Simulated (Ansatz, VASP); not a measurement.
# Be: VASP beside Ansatz

File INCAR:

```
SYSTEM = Be
  PREC = Accurate
  ENCUT = 520
  EDIFF = 1E-6
  ISMEAR = -1
  SIGMA = 0.1
  LREAL = .False.
  LASPH = .True.
  NELM = 60
  ALGO = Normal
  ISIF = 2
  LWAVE = .False.
  LCHARG = .False.
  GGA = B5
  ALDAX = 1.0
  AGGAX = 1.0
  AGGAC = 1.0
  ALDAC = 0.0
  NBANDS = 12
```

Contents of KPOINTS:

```
regular mesh
0
Gamma
  18 18 5
  0 0 0
```

The input POSCAR:

```
Be
1.0
    2.3181514295      0.0000000000      0.0000000000
   -1.1590757148      2.0075780278      0.0000000000
    0.0000000000      0.0000000000      7.3518478604
Be
4
Direct
    1.0000000000      0.0000000000      0.0000000000
    1.0000000000      0.0000000000      0.5000000000
    0.3333333333      0.6666666667      0.2500000000
    0.6666666667      0.3333333333      0.7500000000
```

Input for Ansatz:

```yaml
crystal:
  lattice:
    - [2.3181514295, 0.0, 0.0]
    - [-1.1590757148, 2.0075780278, 0.0]
    - [0.0, 0.0, 7.3518478604]
  atoms:
    - { symbol: Be, position: [1.0, 0.0, 0.0] }
    - { symbol: Be, position: [1.0, 0.0, 0.5] }
    - { symbol: Be, position: [0.3333333333, 0.6666666667, 0.25] }
    - { symbol: Be, position: [0.6666666667, 0.3333333333, 0.75] }
hamiltonian:
  xc: blyp
  pseudopotentials:
    kind: paw
    azcp:
      Be: "pseudopotentials/Be.paw.azcp"
basis:
  ecutwfc: 420
  fft_grid_basis: typed
kpoints:
  mp_grid: { grid: [18, 18, 5], shift: [0, 0, 0] }
magnetization:
  spin_polarized: false
scf:
  occupations: { method: fermi_dirac, width: 0.1 }
  lower_state_search: "off"
output:
  stress: true
```

Alike in both runs: task single point; functional BLYP; k mesh 18 × 18 × 5; occupations fermi-dirac, width 0.1 eV; no spin polarisation.

```csv
,VASP,Ansatz
version,VASP 6.6.1,Ansatz 0.2.0
potentials or method,"VASP PAW PBE potentials, release 64 (Be), cutoff 520 eV","plane waves (420 eV) with PAW, scalar-relativistic"
valence electrons in the cell,8,8
```

|  | VASP | Ansatz | Ansatz less VASP |
| --- | --- | --- | --- |
| pressure (GPa) | -8.0 | -8.1 | -0.07 |
| traceless stress, the component that is largest in VASP (GPa) | -0.31 | -0.24 | +0.074 |

VASP's potentials were made for PBE, not for BLYP. The functional is the same, so the differences come from potentials, cutoffs and numerics.
